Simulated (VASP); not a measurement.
# N (R-3c) in VASP: a series of runs

N is run at these levels: PBE, r2SCAN; tasks: electric field gradients.

Program: VASP 6.6.1. These are calculated values, not measurements. Logs are shortened: lines on timing, memory, paths and dates and some standing lists are left out, and cuts for length are marked.

## 1. The cell of the first run

Symmetry: R-3c, No. 167, trigonal system. The conventional cell has a = 9.862 Å, b = 9.862 Å, c = 13.207 Å, α = 90.00°, β = 90.00°, γ = 120.00°. N (site symmetry 1) has 1 N at 1.11 Å within 1.5 Å. N (site symmetry 3) has 1 N at 1.11 Å within 1.5 Å.

## 2. Electric field gradients, PBE

Input file INCAR:

```
PREC = Accurate ; ENCUT = 520
EDIFF = 1E-8 ; ISMEAR = -1
SIGMA = 0.05 ; LREAL = Auto
LASPH = True ; NELM = 100
ALGO = Normal ; ISIF = 2
LWAVE = False ; LCHARG = False
GGA = PE ; LEFG = True
NBANDS = 54
```

Input file KPOINTS:

```
regular mesh
0
Gamma
  5 5 5
```

Input file POSCAR:

```
N
1.0
    4.9308690349      2.8468385646      4.4024911852
   -4.9308690349      2.8468385646      4.4024911852
    0.0000000000     -5.6936771292      4.4024911852
N
16
Direct
    0.5586118100      0.0423832500      0.7208305700
    0.9576167500      0.2791694300      0.4413881900
    0.7208305700      0.5586118100      0.0423832500
    0.9581408800      0.9581408800      0.9581408800
    0.5423832500      0.0586118100      0.2208305700
    0.7791694300      0.4576167500      0.9413881900
    0.2791694300      0.4413881900      0.9576167500
    0.0418591200      0.0418591200      0.0418591200
    0.4576167500      0.9413881900      0.7791694300
    0.5418591200      0.5418591200      0.5418591200
    0.4413881900      0.9576167500      0.2791694300
    0.4581408800      0.4581408800      0.4581408800
    0.0423832500      0.7208305700      0.5586118100
    0.9413881900      0.7791694300      0.4576167500
    0.2208305700      0.5423832500      0.0586118100
    0.0586118100      0.2208305700      0.5423832500
```

Potentials or basis: VASP PAW PBE potentials, release 64 (N).

Started as:

```console
cat potpaw_PBE.64/N/POTCAR > POTCAR
mpirun -np 1 vasp_std > vasp.out
```

OUTCAR:

```text
PREC = Accurate
   ENCUT = 520
   EDIFF = 1E-8
   ISMEAR = -1
   LREAL = Auto
   LASPH = True
   NELM = 100
   ISIF = 2
   GGA = PE

 ion  position               nearest neighbor table
   1  0.559  0.042  0.721-   9 1.11
   2  0.958  0.279  0.441-  16 1.11
   3  0.721  0.559  0.042-   6 1.11
   4  0.958  0.958  0.958-   8 1.11
   5  0.542  0.059  0.221-  11 1.11
   6  0.779  0.458  0.941-   3 1.11
[... 8 lines left out ...]
  15  0.221  0.542  0.059-   7 1.11
  16  0.059  0.221  0.542-   2 1.11

  LATTYP: Found a trigonal (rhomboedric) cell.
 ALAT       =     7.1972138976
 COS(alpha) =     0.0612539745

  Lattice vectors:

 A1 = (   4.9308690349,   2.8468385646,   4.4024911852)
 A2 = (  -4.9308690349,   2.8468385646,   4.4024911852)
 A3 = (   0.0000000000,  -5.6936771292,   4.4024911852)

Analysis of symmetry for initial positions (statically):
=====================================================================
 Subroutine PRICEL returns:
 Original cell was already a primitive cell.

 Routine SETGRP: Setting up the symmetry group for a
 trigonal (rhombohedral) supercell.

 Subroutine GETGRP returns: Found 12 space group operations
 (whereof  6 operations were pure point group operations)
 out of a pool of 12 trial point group operations.

The static configuration has the point symmetry S_6 .
 The point group associated with its full space group is D_3d.

Analysis of symmetry for dynamics (positions and initial velocities):
=====================================================================
 Subroutine PRICEL returns:
 Original cell was already a primitive cell.

 Routine SETGRP: Setting up the symmetry group for a
 trigonal (rhombohedral) supercell.

 Subroutine GETGRP returns: Found 12 space group operations
 (whereof  6 operations were pure point group operations)
 out of a pool of 12 trial point group operations.

The dynamic configuration has the point symmetry S_6 .
 The point group associated with its full space group is D_3d.

 Subroutine INISYM returns: Found 12 space group operations
 (whereof  6 operations are pure point group operations),
 and found     1 'primitive' translations

----------------------------------------------------------------------------------------

                                     Primitive cell

  volume of cell :     370.7969

  direct lattice vectors                    reciprocal lattice vectors
     4.930869035  2.846838565  4.402491185     0.101402004  0.058544474  0.075714708
    -4.930869035  2.846838565  4.402491185    -0.101402004  0.058544474  0.075714708
     0.000000000 -5.693677129  4.402491185     0.000000000 -0.117088948  0.075714708

  length of vectors
     7.197213898  7.197213898  7.197213898     0.139436504  0.139436504  0.139436504

  position of ions in fractional coordinates (direct lattice)
     0.558611810  0.042383250  0.720830570
     0.957616750  0.279169430  0.441388190
     0.720830570  0.558611810  0.042383250
     0.958140880  0.958140880  0.958140880
     0.542383250  0.058611810  0.220830570
     0.779169430  0.457616750  0.941388190
[... 8 lines left out ...]
     0.220830570  0.542383250  0.058611810
     0.058611810  0.220830570  0.542383250

  ion indices of the primitive-cell ions
   primitive index   ion index
                 1           1
                 2           2
                 3           3
                 4           4
                 5           5
                 6           6
[... 8 lines left out ...]
                15          15
                16          16

----------------------------------------------------------------------------------------

 KPOINTS: regular mesh

Automatic generation of k-mesh.
 Grid dimensions read from file:
 generate k-points for:    5    5    5

 Generating k-lattice:

  Cartesian coordinates                     Fractional coordinates (reciprocal lattice)
     0.020280401  0.011708895  0.015142942     0.200000000 -0.000000000 -0.000000000
    -0.020280401  0.011708895  0.015142942    -0.000000000  0.200000000 -0.000000000
     0.000000000 -0.023417790  0.015142942    -0.000000000 -0.000000000  0.200000000

  Length of vectors
     0.027887301  0.027887301  0.027887301

  Shift w.r.t. Gamma in fractional coordinates (k-lattice)
     0.000000000  0.000000000  0.000000000

 Subroutine IBZKPT returns following result:
 ===========================================

 Found     19 irreducible k-points:

 Following reciprocal coordinates:
            Coordinates               Weight
  0.000000  0.000000  0.000000      1.000000
  0.200000  0.000000  0.000000      6.000000
  0.400000  0.000000 -0.000000      6.000000
  0.200000  0.200000  0.000000      6.000000
  0.400000  0.200000  0.000000     12.000000
 -0.400000  0.200000  0.000000     12.000000
[... 11 lines left out ...]
  0.400000  0.400000  0.400000      2.000000
 -0.400000  0.400000  0.400000      6.000000
   k-points           NKPTS =     19   k-points in BZ     NKDIM =     19   number of bands    NBANDS=     54
   number of dos      NEDOS =    301   number of ions     NIONS =     16
   total plane-waves  NPLWV = 157464
   dimension x,y,z NGX =    54 NGY =   54 NGZ =   54
   dimension x,y,z NGXF=   108 NGYF=  108 NGZF=  108
   ions per type =              16
   NGX,Y,Z   is equivalent  to a cutoff of  12.47, 12.47, 12.47 a.u.
   NGXF,Y,Z  is equivalent  to a cutoff of  24.95, 24.95, 24.95 a.u.
 SYSTEM =  unknown system
   PREC   = accura    normal or accurate (medium, high low for compatibility)
   ISTART =      0    job   : 0-new  1-cont  2-samecut
   ICHARG =      2    charge: 1-file 2-atom 10-const
   ISPIN  =      1    spin polarized calculation?
   LNONCOLLINEAR =      F non collinear calculations
   LSORBIT =      F    spin-orbit coupling
   LASPH  =      T    aspherical Exc in radial PAW
   ENCUT  =  520.0 eV  38.22 Ry    6.18 a.u.  13.38 13.38 13.38*2*pi/ulx,y,z
   NELM   =    100;   NELMIN=  2; NELMDL= -5     # of ELM steps
   EDIFF  = 0.1E-07   stopping-criterion for ELM
   LREAL  =      T    real-space projection
   EDIFFG = 0.1E-06   stopping-criterion for IOM
   NSW    =      0    number of steps for IOM
   IBRION =     -1    ionic relax: 0-MD 1-quasi-New 2-CG
   NFREE  =      0    steps in history (QN), initial steepest desc. (CG)
   ISIF   =      2    stress and relaxation
   ISYM   =      2    0-nonsym 1-usesym 2-fastsym
   POTIM  = 0.5000    time-step for ionic-motion
   TEBEG  =    0.0;   TEEND  =   0.0 temperature during run
   PSTRESS=    0.0 pullay stress
   NELECT =      80.0000    total number of electrons
   NUPDOWN=      -1.0000    fix difference up-down
   EMIN   =  10.00;   EMAX   =-10.00  energy-range for DOS
   EFERMI =   0.00;   METHOD = LEGACY
   ISMEAR =    -1;   SIGMA  =   0.05  broadening in eV -4-tet -1-fermi 0-gaus
   EFERMI_NEDOS =   21; number of points for ismear=-14 and -15
   IALGO  =     38    algorithm
   IMIX   =      4    mixing-type and parameters
     AMIX     =   0.40;   BMIX     =  1.00
     AMIX_MAG =   1.60;   BMIX_MAG =  1.00
  volume/ion in A,a.u.               =      23.17       156.39
  Fermi-wavevector in a.u.,A,eV,Ry     =   0.981882  1.855489 13.117282  0.964093
  Thomas-Fermi vector in A             =   2.112923
   LORBIT       =      0    0 simple, 1 ext, 2 COOP (PROOUT), +10 PAW based schemes
   GGA     = PE    functional components
   LHFCALC =     F    Hartree Fock is set to
   AEXX    =    0.0000 exact exchange contribution
   IVDW    =     0    specifies the selected vdW correction
   LEPSILON=     F    determine dielectric tensor
   LRPA    =     F    only Hartree local field effects (RPA)
 non-spin polarized calculation
  energy-cutoff  :      520.00
  volume of cell :      370.80
 maximum number of plane-waves:     10025
 NGX is ok and might be reduce to    54
   NGX = 27   NGY = 27   NGZ = 27

 number of electron      80.0000016 magnetization

 Free energy of the ion-electron system (eV)
  ---------------------------------------------------
  ext. energy  EPLUGINS =         0.00000000
  ---------------------------------------------------
  free energy    TOTEN  =      -133.27321982 eV

  energy without entropy =     -133.27321982  energy(sigma->0) =     -133.27321982

 E-fermi :  -5.3900     XC(G=0):  -6.3535

 val. band max:       -6.5531098378   @ k =   0.0000   0.0000   0.0000
 cond. band min:       0.7688467276   @ k =  -0.4000   0.4000   0.0000
 fundamental gap:      7.3219565654
 Fermi energy:        -5.3899785959

 k-point     1 :       0.0000    0.0000    0.0000
  band No.  band energies     occupation
      1     -24.9533      2.00000
      2     -24.9319      2.00000
      3     -24.9319      2.00000
      4     -24.9016      2.00000
      5     -24.9003      2.00000
      6     -24.9003      2.00000
[... 44 lines left out ...]
     51       1.4071      0.00000
     52       1.5582      0.00000
[... 988 lines left out ...]
     51       1.5276      0.00000
     52       1.5426      0.00000
 [bands above 52 left out]

------------------------ aborting loop because EDIFF is reached ----------------------------------------

  FORCE on cell =-STRESS in cart. coord.  units (eV):
  Direction    XX          YY          ZZ          XY          YZ          ZX
  --------------------------------------------------------------------------------------
  -------------------------------------------------------------------------------------
  Total        2.9158995      2.9158995      5.1841743      0.0000000      0.0000000      0.0000000
  in kB       12.5993192     12.5993192     22.4003148      0.0000000      0.0000000      0.0000000
  external PRESSURE =      15.8663177 kB  Pullay stress =       0.0000000 kB

 VOLUME and BASIS-vectors are now :
 -----------------------------------------------------------------------------
  energy-cutoff  :      520.00
  volume of cell :      370.80
      direct lattice vectors                 reciprocal lattice vectors
     4.930869035  2.846838565  4.402491185     0.101402004  0.058544474  0.075714708
    -4.930869035  2.846838565  4.402491185    -0.101402004  0.058544474  0.075714708
     0.000000000 -5.693677129  4.402491185     0.000000000 -0.117088948  0.075714708

 POSITION                                       TOTAL-FORCE (eV/Angst)
 -----------------------------------------------------------------------------------
      2.54546     -2.39324      5.81933         0.000961      0.890665      0.616380
      3.34533      1.00781      7.38815        -0.770858      0.446164     -0.616380
      0.79988      3.40105      5.81933        -0.771819     -0.444501      0.616380
      0.00000      0.00000     12.65462         0.000000      0.000000     -1.073229
      2.38541      0.45360      3.61808        -0.000961      0.890665      0.616380
      1.58553     -1.83903      9.58939         0.770858      0.446164     -0.616380
[... 8 lines left out ...]
     -1.58553      1.83903      3.61808        -0.770858     -0.446164      0.616380
     -0.79988     -2.29263      3.61808         0.771819     -0.444501      0.616380
 -----------------------------------------------------------------------------------
    total drift:                               -0.000000     -0.000000      0.000000

  FREE ENERGIE OF THE ION-ELECTRON SYSTEM (eV)
  ---------------------------------------------------
  free  energy   TOTEN  =      -133.2732198159 eV

  energy  without entropy=     -133.2732198158  energy(sigma->0) =     -133.27321982

 Electric field gradients (V/A^2)
---------------------------------------------------------------------
 ion       V_xx      V_yy      V_zz      V_xy      V_xz      V_yz
---------------------------------------------------------------------
   1      60.871   -62.324     1.453    -0.078     0.133   -85.758
   2     -31.457    30.004     1.453    53.384   -74.335    42.764
   3     -31.593    30.140     1.453   -53.306    74.202    42.994
   4      60.815    60.815  -121.630     0.000    -0.000    -0.000
   5      60.871   -62.324     1.453     0.078    -0.133   -85.758
   6     -31.457    30.004     1.453   -53.384    74.335    42.764
[... 8 lines left out ...]
  15     -31.457    30.004     1.453   -53.384    74.335    42.764
  16     -31.593    30.140     1.453    53.306   -74.202    42.994
---------------------------------------------------------------------

 Electric field gradients after diagonalization (V/A^2)
 (convention: |V_zz| > |V_xx| > |V_yy|)
----------------------------------------------------------------------
 ion       V_xx      V_yy      V_zz     asymmetry (V_yy - V_xx)/ V_zz
----------------------------------------------------------------------
   1      61.146    60.785  -121.930       0.003
   2      61.146    60.785  -121.930       0.003
   3      61.146    60.785  -121.930       0.003
   4      60.815    60.815  -121.630       0.000
   5      61.146    60.785  -121.930       0.003
   6      61.146    60.785  -121.930       0.003
[... 8 lines left out ...]
  15      61.146    60.785  -121.930       0.003
  16      61.146    60.785  -121.930       0.003
----------------------------------------------------------------------

           NMR quadrupolar parameters

 Cq : quadrupolar parameter    Cq=e*Q*V_zz/h
 eta: asymmetry parameters     (V_yy - V_xx)/ V_zz
 Q  : nuclear electric quadrupole moment in mb (millibarn)
----------------------------------------------------------------------
 ion       Cq(MHz)       eta       Q (mb)
----------------------------------------------------------------------
   1      -0.295       0.003       1.000
   2      -0.295       0.003       1.000
   3      -0.295       0.003       1.000
   4      -0.294       0.000       1.000
   5      -0.295       0.003       1.000
   6      -0.295       0.003       1.000
[... 8 lines left out ...]
  15      -0.295       0.003       1.000
  16      -0.295       0.003       1.000
----------------------------------------------------------------------
```

It took 12 min on 1 thread of Intel Xeon Platinum 8259CL at 2.50GHz (Skylake/Cascade Lake), shared host; peak memory 0.52 GiB.

What came out:

| Item | Value |
| --- | --- |
| Free energy | -133.2732 eV |
| Pressure | 1.6 GPa |
| Largest force | 1.083 eV/Å |
| Band gap on the k mesh | 7.32 eV, indirect (least direct gap 7.37 eV) |

Forces in eV/Å, atoms in the order of the input:
```
N    0.001  0.891  0.616
N   -0.771  0.446 -0.616
N   -0.772 -0.445  0.616
N    0.000  0.000 -1.073
N   -0.001  0.891  0.616
N    0.771  0.446 -0.616
N    0.772  0.445 -0.616
N    0.000  0.000  1.073
N    0.001 -0.891 -0.616
N    0.000  0.000  1.073
N   -0.001 -0.891 -0.616
N    0.000  0.000 -1.073
N    0.771 -0.446  0.616
N   -0.772  0.445 -0.616
N   -0.771 -0.446  0.616
N    0.772 -0.445  0.616
```

Stress tensor (GPa, compression positive):
```
1.26 0.00 0.00
0.00 1.26 0.00
0.00 0.00 2.24
```

Levels at points of the mesh, in eV from the valence-band top:
| k point | band 36 | band 37 | band 38 | band 39 | band 40 | band 41 | band 42 | band 43 | band 44 | band 45 |
| --- | --- | --- | --- | --- | --- | --- | --- | --- | --- | --- |
| (0.00, 0.00, 0.00) | -0.23 | -0.16 | -0.16 | -0.15 | 0.00 | 7.39 | 7.49 | 7.49 | 7.77 | 7.77 |

Electric field gradients, principal values (V/Å²):
| atom | least | middle | greatest (by size) |
| --- | --- | --- | --- |
| 1 N | 60.785 | 61.146 | -121.930 |
| 2 N | 60.785 | 61.146 | -121.930 |
| 3 N | 60.785 | 61.146 | -121.930 |
| 4 N | 60.815 | 60.815 | -121.630 |
| 5 N | 60.785 | 61.146 | -121.930 |
| 6 N | 60.785 | 61.146 | -121.930 |
| 7 N | 60.785 | 61.146 | -121.930 |
| 8 N | 60.815 | 60.815 | -121.630 |
| 9 N | 60.785 | 61.146 | -121.930 |
| 10 N | 60.815 | 60.815 | -121.630 |
| 11 N | 60.785 | 61.146 | -121.930 |
| 12 N | 60.815 | 60.815 | -121.630 |
| 13 N | 60.785 | 61.146 | -121.930 |
| 14 N | 60.785 | 61.146 | -121.930 |
| 15 N | 60.785 | 61.146 | -121.930 |
| 16 N | 60.785 | 61.146 | -121.930 |

Caveat: the standard files for N, O and F lose accuracy on very short bonds; without QUAD_EFG the Cq values of the log hold for a quadrupole moment of 1 mb, not for the nuclei; forces of over 1 eV/Å act on the atoms, so gaps and moduli don't describe the material at rest. A k mesh can miss the band edges.

(Continued in part 2 of 2.)
